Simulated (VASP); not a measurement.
Input of a VASP 6.6.1 run:

File INCAR:

```
PREC = Accurate ; ENCUT = 560
EDIFF = 1E-7 ; ISMEAR = -1
SIGMA = 0.1 ; LREAL = False
LASPH = True ; NELM = 120
ALGO = Normal ; ISIF = 3
LWAVE = False ; LCHARG = False
GGA = B5 ; ALDAX = 1.0
AGGAX = 1.0 ; AGGAC = 1.0
ALDAC = 0.0 ; IBRION = 2
NSW = 80 ; EDIFFG = -0.01
GGA_COMPAT = False ; NELMIN = 4
```

KPOINTS

```
Automatic mesh
0
Gamma
  13 13 13
```

File POSCAR:

```
Ir
1.0
    2.4815209647      0.0000000000      0.0000000000
    0.0000000000      2.4815209647      0.0000000000
    0.0000000000      0.0000000000      2.4815209647
Ir
1
Direct
    0.0000000000      0.0000000000      0.0000000000
```

Potentials or basis: VASP PAW PBE potentials, release 64 (Ir_sv_GW).

Launch:

```console
$ cat potpaw_PBE.64/Ir_sv_GW/POTCAR > POTCAR
$ mpirun -np 1 vasp_std > vasp.out
```

Task: Estimate the relaxed cell.

Result: a = 2.612 Å, b = 2.612 Å, c = 2.612 Å, α = 90.00°, β = 90.00°, γ = 90.00°.

Task: Estimate the relaxed volume.

Result: 17.82 Å³/atom.

Task: Predict the band gap on the k mesh.

Result: Zero (an odd number of electrons rules out a gap without spin polarisation).

Final structure:
```xyz
1
Lattice="2.6119 0.0000 0.0000 0.0000 2.6119 0.0000 0.0000 0.0000 2.6119" Properties=species:S:1:pos:R:3 pbc="T T T"
Ir    0.0000    0.0000    0.0000
```

Caveat: the volume moved by over 15 % at a fixed basis, so the end points are rough; the PAW data sets were made with another functional, which shifts forces and pressure a little; spin-orbit coupling is left out, which moves the levels of the heavy elements.
